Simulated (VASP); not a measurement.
# TeAs (Fm-3m) in VASP: relaxation of cell and atoms with LDA

Aim: the relaxation of cell and atoms of TeAs with LDA.

Everything below comes from runs of VASP 6.6.1. Logs are shortened: lines on timing, memory, paths and dates and some standing lists are left out, and cuts for length are marked.

## (1) The cell of the first run

The structure is cubic, space group Fm-3m (No. 225). Conventional cell: a = 5.940 Å, b = 5.940 Å, c = 5.940 Å, α = 90.00°, β = 90.00°, γ = 90.00°. Te (site symmetry m-3m) has 6 As at 2.97 Å within 3.9 Å. As (site symmetry m-3m) has 6 Te at 2.97 Å within 3.9 Å.

## (2) Relaxation of cell and atoms, LDA

INCAR

```
SYSTEM = TeAs
PREC = Accurate
ENCUT = 500
EDIFF = 1E-7
ISMEAR = -1
SIGMA = 0.02
LREAL = .FALSE.
LASPH = .TRUE.
NELM = 120
ALGO = Normal
ISIF = 3
LWAVE = .FALSE.
LCHARG = .FALSE.
IBRION = 2
NSW = 80
EDIFFG = -0.03
GGA_COMPAT = .FALSE.
NELMIN = 4
```

KPOINTS

```
Automatic mesh
0
G
  14 14 14
  0 0 0
```

POSCAR

```
TeAs
1.0
    0.0000000000      2.9700000000      2.9700000000
    2.9700000000      0.0000000000      2.9700000000
    2.9700000000      2.9700000000      0.0000000000
Te As
1 1
Direct
    0.0000000000      0.0000000000      0.0000000000
    0.5000000000      0.5000000000      0.5000000000
```

Potentials or basis: VASP PAW LDA potentials, release 64 (Te, As).

Launch:

```bash
$ cat potpaw_LDA.64/Te/POTCAR potpaw_LDA.64/As/POTCAR > POTCAR
$ mpirun -np 1 vasp_std > vasp.out
```

OUTCAR:

```text
SYSTEM = TeAs
   PREC = Accurate
   ENCUT = 500
   EDIFF = 1E-7
   ISMEAR = -1
   LREAL = .FALSE.
   LASPH = .TRUE.
   NELM = 120
   ISIF = 3
   IBRION = 2
   NSW = 80
   EDIFFG = -0.03
   NELMIN = 4

 ion  position               nearest neighbor table
   1  0.000  0.000  0.000-   2 2.97   2 2.97   2 2.97   2 2.97   2 2.97   2 2.97
   2  0.500  0.500  0.500-   1 2.97   1 2.97   1 2.97   1 2.97   1 2.97   1 2.97

  LATTYP: Found a face centered cubic cell.
 ALAT       =     5.9400000000

  Lattice vectors:

 A1 = (   0.0000000000,   2.9700000000,   2.9700000000)
 A2 = (   2.9700000000,   0.0000000000,   2.9700000000)
 A3 = (   2.9700000000,   2.9700000000,   0.0000000000)

Analysis of symmetry for initial positions (statically):
=====================================================================
 Subroutine PRICEL returns:
 Original cell was already a primitive cell.

 Routine SETGRP: Setting up the symmetry group for a
 face centered cubic supercell.

 Subroutine GETGRP returns: Found 48 space group operations
 (whereof 48 operations were pure point group operations)
 out of a pool of 48 trial point group operations.

The static configuration has the point symmetry O_h .

Analysis of symmetry for dynamics (positions and initial velocities):
=====================================================================
 Subroutine PRICEL returns:
 Original cell was already a primitive cell.

 Routine SETGRP: Setting up the symmetry group for a
 face centered cubic supercell.

 Subroutine GETGRP returns: Found 48 space group operations
 (whereof 48 operations were pure point group operations)
 out of a pool of 48 trial point group operations.

The dynamic configuration has the point symmetry O_h .

 Subroutine INISYM returns: Found 48 space group operations
 (whereof 48 operations are pure point group operations),
 and found     1 'primitive' translations

----------------------------------------------------------------------------------------

                                     Primitive cell

  volume of cell :      52.3961

  direct lattice vectors                    reciprocal lattice vectors
     0.000000000  2.970000000  2.970000000    -0.168350168  0.168350168  0.168350168
     2.970000000  0.000000000  2.970000000     0.168350168 -0.168350168  0.168350168
     2.970000000  2.970000000  0.000000000     0.168350168  0.168350168 -0.168350168

  length of vectors
     4.200214280  4.200214280  4.200214280     0.291591045  0.291591045  0.291591045

  position of ions in fractional coordinates (direct lattice)
     0.000000000  0.000000000  0.000000000
     0.500000000  0.500000000  0.500000000

  ion indices of the primitive-cell ions
   primitive index   ion index
                 1           1
                 2           2

----------------------------------------------------------------------------------------

 KPOINTS: Automatic mesh

Automatic generation of k-mesh.
 Grid dimensions read from file:
 generate k-points for:   14   14   14

 Generating k-lattice:

  Cartesian coordinates                     Fractional coordinates (reciprocal lattice)
    -0.012025012  0.012025012  0.012025012     0.071428571  0.000000000  0.000000000
     0.012025012 -0.012025012  0.012025012     0.000000000  0.071428571  0.000000000
     0.012025012  0.012025012 -0.012025012     0.000000000  0.000000000  0.071428571

  Length of vectors
     0.020827932  0.020827932  0.020827932

  Shift w.r.t. Gamma in fractional coordinates (k-lattice)
     0.000000000  0.000000000  0.000000000

 Subroutine IBZKPT returns following result:
 ===========================================

 Found    104 irreducible k-points:

 Following reciprocal coordinates:
            Coordinates               Weight
  0.000000  0.000000  0.000000      1.000000
  0.071429  0.000000  0.000000      8.000000
  0.142857  0.000000  0.000000      8.000000
  0.214286  0.000000  0.000000      8.000000
  0.285714  0.000000  0.000000      8.000000
  0.357143  0.000000  0.000000      8.000000
[... 16 lines left out ...]
  0.214286  0.142857  0.000000     24.000000
  0.285714  0.142857  0.000000     24.000000
 [... further k-points ...]
   k-points           NKPTS =    104   k-points in BZ     NKDIM =    104   number of bands    NBANDS=      9
   number of dos      NEDOS =    301   number of ions     NIONS =      2
   total plane-waves  NPLWV =  32768
   dimension x,y,z NGX =    32 NGY =   32 NGZ =   32
   dimension x,y,z NGXF=    64 NGYF=   64 NGZF=   64
   ions per type =               1   1
   NGX,Y,Z   is equivalent  to a cutoff of  12.67, 12.67, 12.67 a.u.
   NGXF,Y,Z  is equivalent  to a cutoff of  25.33, 25.33, 25.33 a.u.
 SYSTEM =  TeAs
   PREC   = accura    normal or accurate (medium, high low for compatibility)
   ISTART =      0    job   : 0-new  1-cont  2-samecut
   ICHARG =      2    charge: 1-file 2-atom 10-const
   ISPIN  =      1    spin polarized calculation?
   LNONCOLLINEAR =      F non collinear calculations
   LSORBIT =      F    spin-orbit coupling
   LASPH  =      T    aspherical Exc in radial PAW
   ENCUT  =  500.0 eV  36.75 Ry    6.06 a.u.   7.66  7.66  7.66*2*pi/ulx,y,z
   NELM   =    120;   NELMIN=  4; NELMDL= -5     # of ELM steps
   EDIFF  = 0.1E-06   stopping-criterion for ELM
   LREAL  =      F    real-space projection
   EDIFFG = -.3E-01   stopping-criterion for IOM
   NSW    =     80    number of steps for IOM
   IBRION =      2    ionic relax: 0-MD 1-quasi-New 2-CG
   NFREE  =      1    steps in history (QN), initial steepest desc. (CG)
   ISIF   =      3    stress and relaxation
   ISYM   =      2    0-nonsym 1-usesym 2-fastsym
   POTIM  = 0.5000    time-step for ionic-motion
   TEBEG  =    0.0;   TEEND  =   0.0 temperature during run
   PSTRESS=    0.0 pullay stress
   NELECT =      11.0000    total number of electrons
   NUPDOWN=      -1.0000    fix difference up-down
   EMIN   =  10.00;   EMAX   =-10.00  energy-range for DOS
   EFERMI =   0.00;   METHOD = LEGACY
   ISMEAR =    -1;   SIGMA  =   0.02  broadening in eV -4-tet -1-fermi 0-gaus
   EFERMI_NEDOS =   21; number of points for ismear=-14 and -15
   IALGO  =     38    algorithm
   IMIX   =      4    mixing-type and parameters
     AMIX     =   0.40;   BMIX     =  1.00
     AMIX_MAG =   1.60;   BMIX_MAG =  1.00
  volume/ion in A,a.u.               =      26.20       176.79
  Fermi-wavevector in a.u.,A,eV,Ry     =   0.972985  1.838674 12.880621  0.946699
  Thomas-Fermi vector in A             =   2.103327
   LORBIT       =      0    0 simple, 1 ext, 2 COOP (PROOUT), +10 PAW based schemes
   GGA     = CA    functional components
   LHFCALC =     F    Hartree Fock is set to
   AEXX    =    0.0000 exact exchange contribution
   IVDW    =     0    specifies the selected vdW correction
   LEPSILON=     F    determine dielectric tensor
   LRPA    =     F    only Hartree local field effects (RPA)
 conjugate gradient relaxation of ions
 non-spin polarized calculation
  energy-cutoff  :      500.00
  volume of cell :       52.40
 maximum number of plane-waves:      1363
   NGX = 15   NGY = 15   NGZ = 15

--------------------------------------- Ionic step        1  -------------------------------------------

 number of electron      11.0000000 magnetization

 Free energy of the ion-electron system (eV)
  ---------------------------------------------------
  ext. energy  EPLUGINS =         0.00000000
  ---------------------------------------------------
  free energy    TOTEN  =        -9.02506023 eV

  energy without entropy =       -9.02394299  energy(sigma->0) =       -9.02450161

 E-fermi :   6.2284     XC(G=0):  -9.9574

 val. band max:        6.2118749820   @ k =   0.4286   0.0714   0.0000
 cond. band min:       6.2661007560   @ k =   0.3571   0.0000   0.0000
 fundamental gap:      0.0542257740
 Fermi energy:         6.2283634223

 k-point     1 :       0.0000    0.0000    0.0000
  band No.  band energies     occupation
      1      -7.9095      2.00000
      2      -0.8366      2.00000
      3       3.7336      2.00000
      4       3.7336      2.00000
      5       3.7336      2.00000
      6       8.5671      0.00000
      7       8.5671      0.00000
      8       8.5671      0.00000
      9      11.2614      0.00000

 k-point     2 :       0.0714    0.0000    0.0000
  band No.  band energies     occupation
      1      -7.8542      2.00000
      2      -1.0192      2.00000
      3       3.7455      2.00000
      4       3.7455      2.00000
      5       3.8175      2.00000
      6       8.3361      0.00000
      7       8.3361      0.00000
      8       8.3764      0.00000
      9      11.2068      0.00000
[... 322 lines left out ...]
 POSITION                                       TOTAL-FORCE (eV/Angst)
 -----------------------------------------------------------------------------------
      2.87242      0.00000      2.87242         0.000000      0.000000      0.000000
      2.87242      2.87242      2.87242        -0.000000      0.000000     -0.000000
 -----------------------------------------------------------------------------------
    total drift:                                0.000000     -0.000000     -0.000000

  FREE ENERGIE OF THE ION-ELECTRON SYSTEM (eV)
  ---------------------------------------------------
  free  energy   TOTEN  =        -9.0550939607 eV

  energy  without entropy=       -9.0544282870  energy(sigma->0) =       -9.05476112

--------------------------------------- Ionic step        3  -------------------------------------------

 number of electron      10.9999999 magnetization

 Free energy of the ion-electron system (eV)
  ---------------------------------------------------
  ext. energy  EPLUGINS =         0.00000000
  ---------------------------------------------------
  free energy    TOTEN  =        -9.07030143 eV

  energy without entropy =       -9.06938338  energy(sigma->0) =       -9.06984240

 E-fermi :   7.0610     XC(G=0): -10.2281

 val. band max:        7.0377596701   @ k =  -0.3571   0.3571   0.1429
 cond. band min:       7.1064645955   @ k =  -0.3571   0.1429   0.0000
 fundamental gap:      0.0687049254
 Fermi energy:         7.0610058465

 k-point     1 :       0.0000    0.0000    0.0000
  band No.  band energies     occupation
      1      -7.6179      2.00000
      2       0.3137      2.00000
      3       4.3874      2.00000
      4       4.3874      2.00000
      5       4.3874      2.00000
      6       9.5467      0.00000
      7       9.5467      0.00000
      8       9.5467      0.00000
      9      11.9387      0.00000

 k-point     2 :       0.0714    0.0000    0.0000
  band No.  band energies     occupation
      1      -7.5583      2.00000
      2       0.0818      2.00000
      3       4.3988      2.00000
      4       4.3988      2.00000
      5       4.5074      2.00000
      6       9.2840      0.00000
      7       9.2840      0.00000
      8       9.3477      0.00000
      9      11.8792      0.00000
[... 286 lines left out ...]
 POSITION                                       TOTAL-FORCE (eV/Angst)
 -----------------------------------------------------------------------------------
      0.00000      0.00000      0.00000        -0.000000     -0.000000      0.000000
      2.90694      2.90694      2.90694         0.000000      0.000000     -0.000000
 -----------------------------------------------------------------------------------
    total drift:                                0.000000     -0.000000     -0.000000

  FREE ENERGIE OF THE ION-ELECTRON SYSTEM (eV)
  ---------------------------------------------------
  free  energy   TOTEN  =        -9.0703014269 eV

  energy  without entropy=       -9.0693833822  energy(sigma->0) =       -9.06984240

 reached required accuracy - stopping structural energy minimisation
```

Run time: 28 s. Hardware: 1 thread of Intel Xeon 6975P-C (Granite Rapids), shared host; peak memory 0.2 GiB.

Results:

```
Free energy                           : -9.0703 eV
Relaxed volume                        : 24.56 Å³/atom
Relaxed cell                          : a = 4.111 Å, b = 4.111 Å, c = 4.111 Å, α = 60.00°, β = 60.00°, γ = 60.00°
Space group after relaxing (to 0.1 Å) : Fm-3m (No. 225)
Energy gained by relaxing             : 22.6 meV/atom
Ionic steps                           : 3
Pressure after relaxing               : 0.0 GPa
Band gap on the k mesh                : zero (an odd number of electrons rules out a gap without spin polarisation)
```

The path:
| step | energy change (eV) | largest force (eV/Å) | pressure (GPa) | volume (Å³) |
| --- | --- | --- | --- | --- |
| 1 | 0.0000 | 0.0000 | -4.16 | 52.40 |
| 2 | -0.0300 | 0.0000 | 2.94 | 47.40 |
| 3 | -0.0452 | 0.0000 | -0.02 | 49.13 |

Final structure:
```
Te As
1.0
     0.00000    2.90694    2.90694
     2.90694    0.00000    2.90694
     2.90694    2.90694    0.00000
Te As
1 1
Direct
  0.00000 0.00000 0.00000
  0.50000 0.50000 0.50000
```

Levels at points of the mesh, in eV from the Fermi level:
```tsv
k point	band 2	band 3	band 4	band 5	band 6	band 7	band 8	band 9
(0.00, 0.00, 0.00)	-6.75	-2.67	-2.67	-2.67	2.49	2.49	2.49	4.88
(0.50, 0.00, 0.00)	-11.57	-1.75	-1.75	-1.30	-1.30	-1.24	-0.48	8.54
(0.50, 0.50, 0.00)	-9.52	-6.85	-4.67	-4.67	1.93	4.39	4.39	6.19
```

Caveat: spin-orbit coupling is left out, which moves the levels of the heavy elements.
